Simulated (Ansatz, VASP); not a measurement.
Li2ZrO2: VASP beside Ansatz

```xyz
5
Lattice="-1.4911 1.4911 5.0987 1.4911 -1.4911 5.0987 1.4911 1.4911 -5.0987" Properties=species:S:1:pos:R:3 pbc="T T T"
Li    0.0000    1.4911    2.5493
Li    1.4911    0.0000    2.5493
Zr    0.0000    0.0000    0.0000
O     0.0000    0.0000    6.3850
O     0.0000    0.0000    3.8123
```

Change from the starting cell: species swapped into the YMn2Si2 type (I4/mmm, No. 139).

Alike in both runs: functional PBE; k mesh 18 × 18 × 18; occupations gaussian, width 0.1 eV; no spin polarisation.

Ansatz relaxed the structure, and its values are those at the end. VASP's run is a single point on that final structure, the one shown.

|  | VASP | Ansatz |
| --- | --- | --- |
| version | VASP 6.6.1 | Ansatz 0.2.0 |
| potentials or method | VASP PAW PBE potentials, release 64 (Li_sv, Zr_sv, O), cutoff 520 eV | scalar-relativistic, plane waves, PAW |
| valence electrons in the cell | 30 | 30 |

|  | VASP | Ansatz | Ansatz less VASP |
| --- | --- | --- | --- |
| gap on the k mesh at the Fermi level (eV) | none | none | - |
| rms of the force components (eV/Å) | 0.006 | 0.001 | -0.0049 |

A gap of «none» marks a metal or a gap that the smearing closes.

Noted on VASP's run: the cutoff is short for stress, so the pressure is rough.
